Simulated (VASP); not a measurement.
Set up this calculation in VASP 6.6.1, as the native input.

```yaml
Task: single point
Functional: PBE
Potentials_or_basis: VASP PAW PBE potentials, release 64 (P)
Cutoff: 520 eV
k_mesh: 8 × 1 × 6
Occupations: gaussian, width 0.02 eV
Spin: no spin polarisation
Dipole_correction: no
Further_INCAR_settings: ALGO = Normal; EDIFF = 1e-06; NBANDS = 18
```

The structure of P lies in POSCAR:

```
P
1.0
    3.3031195579      0.0000000000      0.0000000000
    0.0000000000     34.8629654825      0.0000000000
    0.0000000000      0.0000000000      4.6349694063
P
4
Direct
    0.0000000000      0.9698087035      0.5891473190
    0.0000000000      0.0301912965      0.4108526810
    0.5000000000      0.0301912965      0.0891473190
    0.5000000000      0.9698087035      0.9108526810
```

The input as run:

INCAR

```
  PREC = Accurate
  ENCUT = 520
  EDIFF = 1E-6
  ISMEAR = 0
  SIGMA = 0.02
  LREAL = False
  LASPH = True
  NELM = 100
  ALGO = Normal
  ISIF = 2
  LWAVE = False
  LCHARG = False
  GGA = PE
  NBANDS = 18
```

KPOINTS

```
Automatic mesh
0
Gamma
  8 1 6
```

Potentials or basis: VASP PAW PBE potentials, release 64 (P).

The run is started by

```sh
$ cat potpaw_PBE.64/P/POTCAR > POTCAR
$ mpirun -np 1 vasp_std > vasp.out
```

It gave:

```
Largest force          : 0.050 eV/Å
Band gap on the k mesh : 0.93 eV, direct
```

Wall time 2.8 min on 1 thread of Intel(R) Xeon(R) 6975P-C (Granite Rapids), on a shared host, peak memory 0.63 GiB.
